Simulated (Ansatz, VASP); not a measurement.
## One calculation of Mn3Cu, two programs

File POSCAR:

```
Mn3Cu
1.0
    3.4823879964      0.0000000000      0.0000000000
    0.0000000000      3.4823879964      0.0000000000
    0.0000000000      0.0000000000      3.4823879964
Mn Cu
3 1
Direct
    0.0000000000      0.5000000000      0.5000000000
    0.5000000000      0.0000000000      0.5000000000
    0.5000000000      0.5000000000      0.0000000000
    0.0000000000      0.0000000000      0.0000000000
```

INCAR.step1

```
ALGO = Normal ; EDIFF = 1E-4
ENCUT = 520 ; GGA = PE
ISMEAR = 0 ; LASPH = T
LCHARG = F ; LREAL = F
LWAVE = T ; NBANDS = 33
NELM = 80 ; PREC = Accurate
SIGMA = 0.1
```

The input INCAR.step2:

```
ALGO = Normal ; EDIFF = 1E-6
ENCUT = 520 ; ISIF = 2
ISMEAR = 0 ; ISTART = 1
LASPH = T ; LCHARG = F
LMIXTAU = T ; LREAL = F
LWAVE = F ; METAGGA = R2SCAN
NBANDS = 33 ; NELM = 80
PREC = Accurate ; SIGMA = 0.1
```

The input KPOINTS:

```
k-points
0
Gamma
  12 12 12
```

Input for Ansatz:

```yaml
crystal:
  lattice:
    - [3.4823879964, 0.0, 0.0]
    - [0.0, 3.4823879964, 0.0]
    - [0.0, 0.0, 3.4823879964]
  atoms:
    - { symbol: Mn, position: [0.0, 0.5, 0.5] }
    - { symbol: Mn, position: [0.5, 0.0, 0.5] }
    - { symbol: Mn, position: [0.5, 0.5, 0.0] }
    - { symbol: Cu, position: [0.0, 0.0, 0.0] }
basis:
  ecutwfc: 500
kpoints:
  mp_grid: { grid: [12, 12, 12] }
hamiltonian:
  xc: r2scan
scf:
  occupations: { method: gaussian, width: 0.1 }
  lower_state_search: "off"
output:
  forces: true
  stress: true
  eigenvalues: true
```

Alike in both runs: task single point; functional r2SCAN; k mesh 12 × 12 × 12; occupations gaussian, width 0.1 eV; no spin polarisation.

|  | VASP | Ansatz |
| --- | --- | --- |
| version | VASP 6.6.1 | Ansatz 0.2.0 |
| potentials or method | VASP PAW PBE potentials, release 64 (Mn_pv, Cu), cutoff 520 eV | scalar-relativistic, plane waves, PAW |
| valence electrons in the cell | 50 | 64 |

```tsv
	VASP	Ansatz	Ansatz less VASP
gap on the k mesh at the Fermi level (eV)	none	none	-
pressure (GPa)	2.6	2.0	-0.59
```

VASP's potentials were made for PBE, not for r2SCAN. A gap of «none» marks a metal or a gap that the smearing closes. VASP's potentials hold 50 valence electrons a cell and Ansatz's 64, so a difference there can come from the potentials and not from the codes.
